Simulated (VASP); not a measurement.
# InP (F-43m) in VASP: density of states with PBE

Aim: the density of states of InP with PBE.

Program: VASP 6.6.1. These are calculated values, not measurements. Logs are shortened: lines on timing, memory, paths and dates and some standing lists are left out, and cuts for length are marked.

### Step 1. The cell of the first run

It takes space group F-43m (No. 216, cubic). The conventional cell has a = 5.929 Å, b = 5.929 Å, c = 5.929 Å, α = 90.00°, β = 90.00°, γ = 90.00°. P (site symmetry -43m) has 4 In at 2.57 Å within 3.4 Å. In (site symmetry -43m) has 4 P at 2.57 Å within 3.4 Å.

### Step 2. Density of states, PBE

POSCAR

```
InP
1.0
    0.0000000000      2.9646590000      2.9646590000
    2.9646590000      0.0000000000      2.9646590000
    2.9646590000      2.9646590000      0.0000000000
P In
1 1
Direct
    0.2500000000      0.2500000000      0.2500000000
    0.0000000000      0.0000000000      0.0000000000
```

INCAR.step1

```
PREC = Accurate
ENCUT = 520
EDIFF = 1E-7
ISMEAR = -1
SIGMA = 0.0429
LREAL = F
LASPH = T
NELM = 100
ALGO = Normal
ISIF = 2
LWAVE = F
LCHARG = T
GGA = PE
NBANDS = 16
```

KPOINTS.step1

```
regular mesh
0
Gamma
  8 8 8
```

INCAR.step2

```
PREC = Accurate
ENCUT = 520
EDIFF = 1E-7
ISMEAR = -5
SIGMA = 0.0429
LREAL = F
LASPH = T
NELM = 100
ALGO = Normal
ISIF = 2
LWAVE = F
LCHARG = F
GGA = PE
LORBIT = 10
NEDOS = 1001
ICHARG = 11
```

KPOINTS.step2

```
regular mesh
0
Gamma
  12 12 12
```

Potentials or basis: VASP PAW PBE potentials, release 64 (P, In_d).

Command:

```bash
cat potpaw_PBE.64/P/POTCAR potpaw_PBE.64/In_d/POTCAR > POTCAR
cp INCAR.step1 INCAR
cp KPOINTS.step1 KPOINTS
mpirun -np 1 vasp_std > vasp.out
cp INCAR.step2 INCAR
cp KPOINTS.step2 KPOINTS
mpirun -np 1 vasp_std > vasp.out
```

OUTCAR:

```text
PREC = Accurate
   ENCUT = 520
   EDIFF = 1E-7
   ISMEAR = -5
   LREAL = F
   LASPH = T
   NELM = 100
   ISIF = 2
   GGA = PE
   LORBIT = 10
   ICHARG = 11

 ion  position               nearest neighbor table
   1  0.250  0.250  0.250-   2 2.57   2 2.57   2 2.57   2 2.57
   2  0.000  0.000  0.000-   1 2.57   1 2.57   1 2.57   1 2.57

  LATTYP: Found a face centered cubic cell.
 ALAT       =     5.9293180000

  Lattice vectors:

 A1 = (   0.0000000000,   2.9646590000,   2.9646590000)
 A2 = (   2.9646590000,   0.0000000000,   2.9646590000)
 A3 = (   2.9646590000,   2.9646590000,   0.0000000000)

Analysis of symmetry for initial positions (statically):
=====================================================================
 Subroutine PRICEL returns:
 Original cell was already a primitive cell.

 Routine SETGRP: Setting up the symmetry group for a
 face centered cubic supercell.

 Subroutine GETGRP returns: Found 24 space group operations
 (whereof 24 operations were pure point group operations)
 out of a pool of 48 trial point group operations.

The static configuration has the point symmetry T_d .

Analysis of symmetry for dynamics (positions and initial velocities):
=====================================================================
 Subroutine PRICEL returns:
 Original cell was already a primitive cell.

 Routine SETGRP: Setting up the symmetry group for a
 face centered cubic supercell.

 Subroutine GETGRP returns: Found 24 space group operations
 (whereof 24 operations were pure point group operations)
 out of a pool of 48 trial point group operations.

The dynamic configuration has the point symmetry T_d .

 Subroutine INISYM returns: Found 24 space group operations
 (whereof 24 operations are pure point group operations),
 and found     1 'primitive' translations

----------------------------------------------------------------------------------------

                                     Primitive cell

  volume of cell :      52.1140

  direct lattice vectors                    reciprocal lattice vectors
     0.000000000  2.964659000  2.964659000    -0.168653461  0.168653461  0.168653461
     2.964659000  0.000000000  2.964659000     0.168653461 -0.168653461  0.168653461
     2.964659000  2.964659000  0.000000000     0.168653461  0.168653461 -0.168653461

  length of vectors
[... 99 lines left out ...]
   ISMEAR =    -5;   SIGMA  =   0.04  broadening in eV -4-tet -1-fermi 0-gaus
   EFERMI_NEDOS =   21; number of points for ismear=-14 and -15
   IALGO  =     38    algorithm
   IMIX   =      4    mixing-type and parameters
     AMIX     =   0.40;   BMIX     =  1.00
     AMIX_MAG =   1.60;   BMIX_MAG =  1.00
  volume/ion in A,a.u.               =      26.06       175.84
  Fermi-wavevector in a.u.,A,eV,Ry     =   1.148632  2.170600 17.950922  1.319356
  Thomas-Fermi vector in A             =   2.285306
   LORBIT       =     10    0 simple, 1 ext, 2 COOP (PROOUT), +10 PAW based schemes
   GGA     = PE    functional components
   LHFCALC =     F    Hartree Fock is set to
   AEXX    =    0.0000 exact exchange contribution
   IVDW    =     0    specifies the selected vdW correction
   LEPSILON=     F    determine dielectric tensor
   LRPA    =     F    only Hartree local field effects (RPA)
 non-spin polarized calculation
 Fermi weights with tetrahedron method with Bloechl corrections
  energy-cutoff  :      520.00
  volume of cell :       52.11
 maximum number of plane-waves:      1424

 number of electron      18.0000008 magnetization

 Free energy of the ion-electron system (eV)
  ---------------------------------------------------
  ext. energy  EPLUGINS =         0.00000000
  ---------------------------------------------------
  free energy    TOTEN  =        -8.40644493 eV

  energy without entropy =       -8.40644493  energy(sigma->0) =       -8.40644493

 E-fermi :   4.8267     XC(G=0):  -9.1292

 val. band max:        4.8161777109   @ k =   0.0000   0.0000   0.0000
 cond. band min:       5.3384963653   @ k =   0.0000   0.0000   0.0000
 fundamental gap:      0.5223186544
 Fermi energy:         4.8266752543

 k-point     1 :       0.0000    0.0000    0.0000
  band No.  band energies     occupation
      1      -9.3060      2.00000
      2      -9.3060      2.00000
      3      -9.3060      2.00000
      4      -9.1688      2.00000
      5      -9.1688      2.00000
      6      -6.4684      2.00000
      7       4.8162      2.00000
      8       4.8162      2.00000
      9       4.8162      2.00000
     10       5.3385      0.00000
     11       8.9074      0.00000
     12       8.9074      0.00000
     13       8.9074      0.00000
[... 354 lines left out ...]
  band No.  band energies     occupation
      1      -9.4160      2.00000
      2      -9.2646      2.00000
      3      -9.2568      2.00000
      4      -9.1661      2.00000
      5      -9.1592      2.00000
      6      -4.6915      2.00000
      7      -0.5822      2.00000
      8       2.5838      2.00000
      9       3.6315      2.00000
     10       7.3569      0.00000
     11       9.2850      0.00000
     12      10.3231      0.00000
     13      11.7761      0.00000

 [... further k-points ...]

------------------------ aborting loop because EDIFF is reached ----------------------------------------

  FORCE on cell =-STRESS in cart. coord.  units (eV):
  Direction    XX          YY          ZZ          XY          YZ          ZX
  --------------------------------------------------------------------------------------
  -------------------------------------------------------------------------------------
  Total        0.3115691      0.3115691      0.3115691     -0.0000000      0.0000000      0.0000000
  in kB        9.5787923      9.5787923      9.5787923     -0.0000000      0.0000000      0.0000000
  external PRESSURE =       9.5787923 kB  Pullay stress =       0.0000000 kB

 VOLUME and BASIS-vectors are now :
 -----------------------------------------------------------------------------
  energy-cutoff  :      520.00
  volume of cell :       52.11
      direct lattice vectors                 reciprocal lattice vectors
     0.000000000  2.964659000  2.964659000    -0.168653461  0.168653461  0.168653461
     2.964659000  0.000000000  2.964659000     0.168653461 -0.168653461  0.168653461
     2.964659000  2.964659000  0.000000000     0.168653461  0.168653461 -0.168653461

 POSITION                                       TOTAL-FORCE (eV/Angst)
 -----------------------------------------------------------------------------------
      1.48233      1.48233      1.48233         0.000000     -0.000000      0.000000
      0.00000      0.00000      0.00000        -0.000000      0.000000     -0.000000
 -----------------------------------------------------------------------------------
    total drift:                               -0.000000     -0.000000     -0.000000

  FREE ENERGIE OF THE ION-ELECTRON SYSTEM (eV)
  ---------------------------------------------------
  free  energy   TOTEN  =        -8.4064449293 eV

  energy  without entropy=       -8.4064449293  energy(sigma->0) =       -8.40644493

 total charge

# of ion       s       p       d       tot
------------------------------------------
    1        1.033   1.476   0.000   2.509
    2        0.826   0.732   9.896  11.454
--------------------------------------------------
tot          1.860   2.208   9.896  13.963
```

OUTCAR.step1:

```text
PREC = Accurate
   ENCUT = 520
   EDIFF = 1E-7
   ISMEAR = -1
   LREAL = F
[... 677 lines left out ...]
      1.48233      1.48233      1.48233        -0.000000      0.000000     -0.000000
      0.00000      0.00000      0.00000         0.000000     -0.000000      0.000000
 -----------------------------------------------------------------------------------
    total drift:                               -0.000000     -0.000000     -0.000000

  FREE ENERGIE OF THE ION-ELECTRON SYSTEM (eV)
  ---------------------------------------------------
  free  energy   TOTEN  =        -8.4039476009 eV

  energy  without entropy=       -8.4039374461  energy(sigma->0) =       -8.40394252
```

OSZICAR.step1:

```text
N       E                     dE             d eps       ncg     rms          rms(c)
DAV:   1     0.113092546190E+03    0.11309E+03   -0.83718E+03   952   0.125E+03
DAV:   2    -0.130532377374E+01   -0.11440E+03   -0.10957E+03  1088   0.302E+02
DAV:   3    -0.860059544215E+01   -0.72953E+01   -0.72678E+01  1184   0.736E+01
DAV:   4    -0.880145115211E+01   -0.20086E+00   -0.20080E+00  1240   0.133E+01
DAV:   5    -0.881163420960E+01   -0.10183E-01   -0.10183E-01  1344   0.253E+00    0.538E+00
DAV:   6    -0.842825580379E+01    0.38338E+00   -0.62174E-01  1488   0.124E+01    0.323E+00
DAV:   7    -0.840253011261E+01    0.25726E-01   -0.15121E-01  1320   0.297E+00    0.122E+00
DAV:   8    -0.840308142636E+01   -0.55131E-03   -0.14380E-02  1192   0.140E+00    0.285E-01
DAV:   9    -0.840372494453E+01   -0.64352E-03   -0.12901E-03  1152   0.393E-01    0.146E-01
DAV:  10    -0.840386984355E+01   -0.14490E-03   -0.22041E-04  1376   0.178E-01    0.934E-02
DAV:  11    -0.840394749847E+01   -0.77655E-04   -0.11883E-04  1096   0.901E-02    0.397E-02
DAV:  12    -0.840394697217E+01    0.52630E-06   -0.71174E-06  1104   0.261E-02    0.107E-02
DAV:  13    -0.840394738320E+01   -0.41103E-06   -0.14521E-06  1160   0.592E-03    0.854E-03
DAV:  14    -0.840394757818E+01   -0.19498E-06   -0.22029E-07  1168   0.459E-03    0.157E-03
DAV:  15    -0.840394760086E+01   -0.22681E-07   -0.11567E-08   824   0.793E-04
   1 F= -.84039476E+01 E0= -.84039425E+01  d E =-.101547E-04
```

Wall time 1.8 min (1 thread of AMD EPYC 7R13, shared host); peak memory 0.17 GiB.

Results:

```
Valence electrons inside the program's atomic spheres : P 2.51; In 11.45
```

Caveat: spin-orbit coupling is left out, which moves the levels of the heavy elements.
